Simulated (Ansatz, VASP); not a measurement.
# Cu in VASP and in Ansatz

INCAR

```
SYSTEM = Cu
ALGO = Fast
EDIFF = 1E-6
ENCUT = 520
GGA = PS
ISIF = 2
ISMEAR = 0
LASPH = .TRUE.
LCHARG = .TRUE.
LELF = .TRUE.
LREAL = .FALSE.
LVHAR = .TRUE.
LWAVE = .FALSE.
NBANDS = 12
NELM = 60
PREC = Accurate
SIGMA = 0.15
```

KPOINTS

```
k-points
0
G
  24 24 24
  0 0 0
```

Contents of POSCAR:

```
Cu
1.0
   -0.0864153256      1.7653416519      1.7653416519
    1.7653416519     -0.0864153256      1.7653416519
    1.7653416519      1.7653416519     -0.0864153256
Cu
1
Direct
    0.0000000000      0.0000000000      0.0000000000
```

Input for Ansatz:

```yaml
crystal:
  lattice:
    - [-0.0864153256, 1.7653416519, 1.7653416519]
    - [1.7653416519, -0.0864153256, 1.7653416519]
    - [1.7653416519, 1.7653416519, -0.0864153256]
  atoms:
    - { symbol: Cu, position: [0.0, 0.0, 0.0] }
basis:
  ecutwfc: 420
kpoints:
  mp_grid: { grid: [24, 24, 24] }
hamiltonian:
  xc: pbesol
scf:
  occupations: { method: gaussian, width: 0.15 }
output:
  forces: true
  stress: true
  eigenvalues: true
```

Alike in both runs: task single point; functional PBEsol; k mesh 24 × 24 × 24; occupations gaussian, width 0.15 eV; no spin polarisation.

|  | VASP | Ansatz |
| --- | --- | --- |
| version | VASP 6.6.1 | Ansatz 0.2.0 |
| potentials or method | VASP PAW PBE potentials, release 64 (Cu), cutoff 520 eV | scalar-relativistic, plane waves, PAW |
| valence electrons in the cell | 11 | 19 |

|  | VASP | Ansatz | Ansatz less VASP |
| --- | --- | --- | --- |
| gap on the k mesh at the Fermi level (eV) | none | none | - |
| pressure (GPa) | -4.6 | -5.7 | -1.05 |
| traceless stress, the component that is largest in VASP (GPa) | 3.59 | 3.59 | -0.005 |

VASP's potentials were made for PBE, not for PBEsol. A gap of «none» marks a metal or a gap that the smearing closes. With one functional, cell and mesh, what is left measures potentials, basis and numerics. VASP's potentials hold 11 valence electrons a cell and Ansatz's 19, so a difference there can come from the potentials and not from the codes.
